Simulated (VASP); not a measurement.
# Pt (P6/mmm) in VASP: a series of runs

Pt is run at these levels: PBE; tasks: single point, relaxation of cell and atoms.

Program: VASP 6.6.1. These are calculated values, not measurements. Logs are shortened: lines on timing, memory, paths and dates and some standing lists are left out, and cuts for length are marked.

### 1 The cell of the first run

It takes space group P6/mmm (No. 191, hexagonal). The conventional cell has a = 4.534 Å, b = 4.534 Å, c = 2.703 Å, α = 90.00°, β = 90.00°, γ = 120.00°. Within 3.6 Å of Pt (site symmetry 6/mmm) lie 14 Pt at 2.70 to 2.95 Å. Within 3.5 Å of Pt (site symmetry -6m2) lie 11 Pt at 2.62 to 2.95 Å.

This isn't the form of Pt at room conditions, which is fcc.

### 2 Single point, PBE (16.04 Å³/atom)

Input file INCAR:

```
SYSTEM = Pt
PREC = Accurate ; ENCUT = 520
EDIFF = 1E-6 ; ISMEAR = -1
SIGMA = 0.1 ; LREAL = .FALSE.
LASPH = .TRUE. ; NELM = 100
ALGO = Normal ; ISIF = 2
LWAVE = .FALSE. ; LCHARG = .FALSE.
GGA = PE ; NBANDS = 22
```

Input file KPOINTS:

```
Automatic mesh
0
G
  9 9 13
  0 0 0
```

Input file POSCAR:

```
Pt
1.0
    4.5339875526      0.0000000000      0.0000000000
   -2.2669937763      3.9265484010      0.0000000000
    0.0000000000      0.0000000000      2.7029704986
Pt
3
Direct
    0.0000000000      0.0000000000      0.0000000000
    0.3333333333      0.6666666667      0.5000000000
    0.6666666667      0.3333333333      0.5000000000
```

Potentials or basis: VASP PAW PBE potentials, release 64 (Pt).

Launch:

```bash
cat potpaw_PBE.64/Pt/POTCAR > POTCAR
mpirun -np 1 vasp_std > vasp.out
```

OUTCAR:

```text
SYSTEM = Pt
   PREC = Accurate
   ENCUT = 520
   EDIFF = 1E-6
   ISMEAR = -1
   LREAL = .FALSE.
   LASPH = .TRUE.
   NELM = 100
   ISIF = 2
   GGA = PE

 ion  position               nearest neighbor table
   1  0.000  0.000  0.000-   2 2.95   3 2.95   2 2.95   3 2.95   3 2.95   3 2.95   2 2.95   2 2.95
                             3 2.95   3 2.95   2 2.95   2 2.95
   2  0.333  0.667  0.500-   3 2.62   3 2.62   3 2.62   1 2.95   1 2.95   1 2.95   1 2.95   1 2.95
                             1 2.95
   3  0.667  0.333  0.500-   2 2.62   2 2.62   2 2.62   1 2.95   1 2.95   1 2.95   1 2.95   1 2.95
                             1 2.95

  LATTYP: Found a hexagonal cell.
 ALAT       =     4.5339875526
 C/A-ratio  =     0.5961574590

  Lattice vectors:

 A1 = (   4.5339875526,   0.0000000000,   0.0000000000)
 A2 = (  -2.2669937763,   3.9265484010,   0.0000000000)
 A3 = (   0.0000000000,   0.0000000000,   2.7029704986)

Analysis of symmetry for initial positions (statically):
=====================================================================
 Subroutine PRICEL returns:
 Original cell was already a primitive cell.

 Routine SETGRP: Setting up the symmetry group for a
 hexagonal supercell.

 Subroutine GETGRP returns: Found 24 space group operations
 (whereof 24 operations were pure point group operations)
 out of a pool of 24 trial point group operations.

The static configuration has the point symmetry D_6h.

Analysis of symmetry for dynamics (positions and initial velocities):
=====================================================================
 Subroutine PRICEL returns:
 Original cell was already a primitive cell.

 Routine SETGRP: Setting up the symmetry group for a
 hexagonal supercell.

 Subroutine GETGRP returns: Found 24 space group operations
 (whereof 24 operations were pure point group operations)
 out of a pool of 24 trial point group operations.

The dynamic configuration has the point symmetry D_6h.

 Subroutine INISYM returns: Found 24 space group operations
 (whereof 24 operations are pure point group operations),
 and found     1 'primitive' translations

----------------------------------------------------------------------------------------

                                     Primitive cell

  volume of cell :      48.1208

  direct lattice vectors                    reciprocal lattice vectors
     4.533987553  0.000000000  0.000000000     0.220556406  0.127338300  0.000000000
    -2.266993776  3.926548401  0.000000000     0.000000000  0.254676601  0.000000000
     0.000000000  0.000000000  2.702970499     0.000000000  0.000000000  0.369963342

  length of vectors
     4.533987553  4.533987553  2.702970499     0.254676601  0.254676601  0.369963342

  position of ions in fractional coordinates (direct lattice)
     0.000000000  0.000000000  0.000000000
     0.333333333  0.666666667  0.500000000
     0.666666667  0.333333333  0.500000000

  ion indices of the primitive-cell ions
   primitive index   ion index
                 1           1
                 2           2
                 3           3

----------------------------------------------------------------------------------------

 KPOINTS: Automatic mesh

Automatic generation of k-mesh.
 Grid dimensions read from file:
 generate k-points for:    9    9   13

 Generating k-lattice:

  Cartesian coordinates                     Fractional coordinates (reciprocal lattice)
     0.024506267  0.014148700  0.000000000     0.111111111  0.000000000  0.000000000
     0.000000000  0.028297400  0.000000000     0.000000000  0.111111111  0.000000000
     0.000000000  0.000000000  0.028458719     0.000000000  0.000000000  0.076923077

  Length of vectors
     0.028297400  0.028297400  0.028458719

  Shift w.r.t. Gamma in fractional coordinates (k-lattice)
     0.000000000  0.000000000  0.000000000

 Subroutine IBZKPT returns following result:
 ===========================================

 Found     84 irreducible k-points:

 Following reciprocal coordinates:
            Coordinates               Weight
  0.000000  0.000000  0.000000      1.000000
  0.111111 -0.000000  0.000000      6.000000
  0.222222 -0.000000  0.000000      6.000000
  0.333333 -0.000000  0.000000      6.000000
  0.444444 -0.000000  0.000000      6.000000
  0.111111  0.111111  0.000000      6.000000
[... 16 lines left out ...]
  0.333333  0.222222  0.076923     24.000000
  0.333333  0.333333  0.076923      4.000000
 [... further k-points ...]
   k-points           NKPTS =     84   k-points in BZ     NKDIM =     84   number of bands    NBANDS=     22
   number of dos      NEDOS =    301   number of ions     NIONS =      3
   total plane-waves  NPLWV =  25920
   dimension x,y,z NGX =    36 NGY =   36 NGZ =   20
   dimension x,y,z NGXF=    72 NGYF=   72 NGZF=   40
   ions per type =               3
   NGX,Y,Z   is equivalent  to a cutoff of  13.20, 13.20, 12.30 a.u.
   NGXF,Y,Z  is equivalent  to a cutoff of  26.40, 26.40, 24.60 a.u.
 SYSTEM =  Pt
   PREC   = accura    normal or accurate (medium, high low for compatibility)
   ISTART =      0    job   : 0-new  1-cont  2-samecut
   ICHARG =      2    charge: 1-file 2-atom 10-const
   ISPIN  =      1    spin polarized calculation?
   LNONCOLLINEAR =      F non collinear calculations
   LSORBIT =      F    spin-orbit coupling
   LASPH  =      T    aspherical Exc in radial PAW
   ENCUT  =  520.0 eV  38.22 Ry    6.18 a.u.   8.43  8.43  5.03*2*pi/ulx,y,z
   NELM   =    100;   NELMIN=  2; NELMDL= -5     # of ELM steps
   EDIFF  = 0.1E-05   stopping-criterion for ELM
   LREAL  =      F    real-space projection
   EDIFFG = 0.1E-04   stopping-criterion for IOM
   NSW    =      0    number of steps for IOM
   IBRION =     -1    ionic relax: 0-MD 1-quasi-New 2-CG
   NFREE  =      0    steps in history (QN), initial steepest desc. (CG)
   ISIF   =      2    stress and relaxation
   ISYM   =      2    0-nonsym 1-usesym 2-fastsym
   POTIM  = 0.5000    time-step for ionic-motion
   TEBEG  =    0.0;   TEEND  =   0.0 temperature during run
   PSTRESS=    0.0 pullay stress
   NELECT =      30.0000    total number of electrons
   NUPDOWN=      -1.0000    fix difference up-down
   EMIN   =  10.00;   EMAX   =-10.00  energy-range for DOS
   EFERMI =   0.00;   METHOD = LEGACY
   ISMEAR =    -1;   SIGMA  =   0.10  broadening in eV -4-tet -1-fermi 0-gaus
   EFERMI_NEDOS =   21; number of points for ismear=-14 and -15
   IALGO  =     38    algorithm
   IMIX   =      4    mixing-type and parameters
     AMIX     =   0.40;   BMIX     =  1.00
     AMIX_MAG =   1.60;   BMIX_MAG =  1.00
  volume/ion in A,a.u.               =      16.04       108.24
  Fermi-wavevector in a.u.,A,eV,Ry     =   1.398528  2.642834 26.611357  1.955880
  Thomas-Fermi vector in A             =   2.521677
   LORBIT       =      0    0 simple, 1 ext, 2 COOP (PROOUT), +10 PAW based schemes
   GGA     = PE    functional components
   LHFCALC =     F    Hartree Fock is set to
   AEXX    =    0.0000 exact exchange contribution
   IVDW    =     0    specifies the selected vdW correction
   LEPSILON=     F    determine dielectric tensor
   LRPA    =     F    only Hartree local field effects (RPA)
 non-spin polarized calculation
  energy-cutoff  :      520.00
  volume of cell :       48.12
 maximum number of plane-waves:      1318
 NGX is ok and might be reduce to    36
   NGX = 17   NGY = 17   NGZ = 11

 number of electron      30.0000002 magnetization

 Free energy of the ion-electron system (eV)
  ---------------------------------------------------
  ext. energy  EPLUGINS =         0.00000000
  ---------------------------------------------------
  free energy    TOTEN  =       -17.94407918 eV

  energy without entropy =      -17.76889179  energy(sigma->0) =      -17.85648548

 E-fermi :  10.0657     XC(G=0): -13.1075

 val. band max:       10.0604672541   @ k =   0.1111  -0.0000   0.1538
 cond. band min:      10.0671289506   @ k =   0.2222  -0.0000   0.3846
 fundamental gap:      0.0066616965
 Fermi energy:        10.0657498326

 k-point     1 :       0.0000    0.0000    0.0000
  band No.  band energies     occupation
      1       0.5840      2.00000
      2       3.8866      2.00000
      3       5.4013      2.00000
      4       6.0825      2.00000
      5       6.0825      2.00000
      6       6.1122      2.00000
[... 14 lines left out ...]
     21      17.3180      0.00000
     22      17.3180      0.00000

 k-point     2 :       0.1111   -0.0000    0.0000
  band No.  band energies     occupation
      1       0.7470      2.00000
      2       3.9249      2.00000
      3       5.1665      2.00000
      4       5.5056      2.00000
      5       5.6918      2.00000
      6       6.0701      2.00000
[... 14 lines left out ...]
     21      19.0521      0.00000
     22      19.2672      0.00000

 k-point     3 :       0.2222   -0.0000    0.0000
  band No.  band energies     occupation
      1       1.2186      2.00000
      2       3.9645      2.00000
      3       4.6005      2.00000
      4       5.1229      2.00000
      5       5.4636      2.00000
      6       5.9442      2.00000
[... 14 lines left out ...]
     21      20.8099      0.00000
     22      21.2088      0.00000

 k-point     4 :       0.3333   -0.0000    0.0000
  band No.  band energies     occupation
      1       1.9412      2.00000
      2       3.7160      2.00000
      3       4.2836      2.00000
      4       4.8762      2.00000
      5       5.3888      2.00000
      6       5.6987      2.00000
[... 14 lines left out ...]
     21      22.4713      0.00000
     22      22.7629      0.00000

 k-point     5 :       0.4444   -0.0000    0.0000
  band No.  band energies     occupation
      1       2.7931      2.00000
      2       3.4370      2.00000
      3       3.7367      2.00000
      4       5.0348      2.00000
      5       5.3664      2.00000
      6       5.4004      2.00000
[... 417 lines left out ...]
 k-point    22 :       0.2222    0.2222    0.0769
  band No.  band energies     occupation
      1       2.4375      2.00000
      2       3.7413      2.00000
      3       4.1104      2.00000
      4       4.9340      2.00000
      5       5.4982      2.00000
      6       5.9882      2.00000
[... 14 lines left out ...]
     21      23.6516      0.00000
     22      23.8279      0.00000

 k-point    23 :       0.3333    0.2222    0.0769
  band No.  band energies     occupation
      1       3.0416      2.00000
      2       3.5234      2.00000
      3       3.7964      2.00000
      4       5.2030      2.00000
      5       5.4040      2.00000
      6       5.8014      2.00000
[... 14 lines left out ...]
     21      22.9466      0.00000
     22      24.7137      0.00000

 k-point    24 :       0.3333    0.3333    0.0769
  band No.  band energies     occupation
      1       3.1489      2.00000
      2       3.6259      2.00000
      3       3.6259      2.00000
      4       5.3499      2.00000
      5       5.3499      2.00000
      6       5.7824      2.00000
[... 14 lines left out ...]
     21      20.8686      0.00000
     22      25.3131      0.00000

 [... further k-points ...]

------------------------ aborting loop because EDIFF is reached ----------------------------------------

  FORCE on cell =-STRESS in cart. coord.  units (eV):
  Direction    XX          YY          ZZ          XY          YZ          ZX
  --------------------------------------------------------------------------------------
  -------------------------------------------------------------------------------------
  Total       -0.2252919     -0.2252919      0.0393275      0.0000000      0.0000000      0.0000000
  in kB       -7.5010750     -7.5010750      1.3094070      0.0000000      0.0000000      0.0000000
  external PRESSURE =      -4.5642476 kB  Pullay stress =       0.0000000 kB

 VOLUME and BASIS-vectors are now :
 -----------------------------------------------------------------------------
  energy-cutoff  :      520.00
  volume of cell :       48.12
      direct lattice vectors                 reciprocal lattice vectors
     4.533987553  0.000000000  0.000000000     0.220556406  0.127338300  0.000000000
    -2.266993776  3.926548401  0.000000000     0.000000000  0.254676601  0.000000000
     0.000000000  0.000000000  2.702970499     0.000000000  0.000000000  0.369963342

 POSITION                                       TOTAL-FORCE (eV/Angst)
 -----------------------------------------------------------------------------------
      0.00000      0.00000      0.00000         0.000000      0.000000      0.000000
     -0.00000      2.61770      1.35149        -0.000000      0.000000     -0.000000
      2.26699      1.30885      1.35149         0.000000      0.000000      0.000000
 -----------------------------------------------------------------------------------
    total drift:                                0.000000      0.000000     -0.000000

  FREE ENERGIE OF THE ION-ELECTRON SYSTEM (eV)
  ---------------------------------------------------
  free  energy   TOTEN  =       -17.9440791769 eV

  energy  without entropy=      -17.7688917895  energy(sigma->0) =      -17.85648548
```

It took 1.8 min on 1 thread of Intel Xeon 8259CL, shared host; peak memory 0.21 GiB.

Results:

- Free energy: -17.9441 eV
- Pressure: -0.5 GPa
- Band gap on the k mesh: zero (bands 15 and 16 overlap by 1.25 eV)

Stress tensor (GPa, compression positive):
```
-0.75  0.00  0.00
 0.00 -0.75  0.00
 0.00  0.00  0.13
```

Levels at points of the mesh, in eV from the Fermi level:
| k point | band 12 | band 13 | band 14 | band 15 | band 16 | band 17 | band 18 | band 19 |
| --- | --- | --- | --- | --- | --- | --- | --- | --- |
| (0.00, 0.00, 0.00) | -1.89 | -1.77 | -1.77 | 0.31 | 0.31 | 4.89 | 5.84 | 7.21 |

Caveat: spin-orbit coupling is left out, which moves the levels of the heavy elements.

### 3 Single point, PBE (16.68 Å³/atom)

This run uses another cell than the first one, of 16.68 Å³/atom.

Input file INCAR:

```
SYSTEM = Pt
PREC = Accurate
ENCUT = 520
EDIFF = 1E-7
ISMEAR = -1
SIGMA = 0.1
LREAL = .False.
LASPH = .True.
NELM = 60
ALGO = Normal
ISIF = 2
LWAVE = .False.
LCHARG = .False.
GGA = PE
NBANDS = 22
```

Input file KPOINTS:

```
Automatic mesh
0
Gamma
  9 9 13
  0 0 0
```

Input file POSCAR:

```
Pt
1.0
    4.5936521257      0.0000000000      0.0000000000
   -2.2968260628      3.9782194370      0.0000000000
    0.0000000000      0.0000000000      2.7385399789
Pt
3
Direct
    0.0000000000      0.0000000000      0.0000000000
    0.3333333333      0.6666666667      0.5000000000
    0.6666666667      0.3333333333      0.5000000000
```

Potentials or basis: VASP PAW PBE potentials, release 64 (Pt).

Launch:

```bash
cat potpaw_PBE.64/Pt/POTCAR > POTCAR
mpirun -np 1 vasp_std > vasp.out
```

It took 1.7 min on 1 thread of Intel Xeon 8259CL, shared host; peak memory 0.22 GiB.

Results (log left out):

```yaml
Free_energy: -17.8889 eV
Pressure: -8.6 GPa
Band_gap_on_the_k_mesh: zero (bands 15 and 16 overlap by 1.17 eV)
```

Stress tensor (GPa, compression positive):
```
-8.86  0.00  0.00
 0.00 -8.86  0.00
 0.00  0.00 -8.11
```

Levels at points of the mesh, in eV from the Fermi level:
```
           k point  band 12  band 13  band 14  band 15  band 16  band 17  band 18  band 19
(0.00, 0.00, 0.00)    -1.77    -1.66    -1.66     0.28     0.28     4.69     5.62     7.01
```

Caveat: the cell stands under tension; spin-orbit coupling is left out, which moves the levels of the heavy elements.

(Part 1 of 3 ends here.)
